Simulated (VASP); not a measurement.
Write the native input for VASP 6.6.1 that does the following.

* Task: single point
* Functional: PBE
* Potentials or basis: VASP PAW PBE potentials, release 64 (Pt)
* Cutoff: 520 eV
* k mesh: 22 × 22 × 22
* Occupations: gaussian, width 0.15 eV
* Spin: no spin polarisation
* Dipole correction: no
* Further INCAR settings: ALGO = Normal; EDIFF = 1e-06; NBANDS = 11

The structure of Pt lies in POSCAR:

```
Pt
1.0
    0.0000000000      1.9581295497      1.9581295497
    1.9581295497      0.0000000000      1.9581295497
    1.9581295497      1.9581295497      0.0000000000
Pt
1
Direct
    0.0000000000      0.0000000000      0.0000000000
```

This cell differs from its parent crystal: volume 15.016 Å^3 an atom, c/a of the conventional cell 1.0000.

The input as run:

INCAR

```
PREC = Accurate ; ENCUT = 520
EDIFF = 1E-6 ; ISMEAR = 0
SIGMA = 0.15 ; LREAL = F
LASPH = T ; NELM = 100
ALGO = Normal ; ISIF = 2
LWAVE = F ; LCHARG = F
GGA = PE ; NBANDS = 11
```

KPOINTS

```
regular mesh
0
Gamma
  22 22 22
```

Potentials or basis: VASP PAW PBE potentials, release 64 (Pt).

Run with:

```sh
$ cat potpaw_PBE.64/Pt/POTCAR > POTCAR
$ mpirun -np 1 vasp_std > vasp.out
```

It gave:

```
Pressure               : 10.9 GPa
Band gap on the k mesh : zero (band 5 reaches 11.85 eV, above the bottom of band 6 at 9.60 eV)
```

Caveat: spin-orbit coupling is left out, which moves the levels of the heavy elements.

Run time: 26 s on 1 thread of Intel(R) Xeon(R) Platinum 8375C CPU @ 2.90GHz (Ice Lake), on a shared host, peak memory 0.18 GiB.
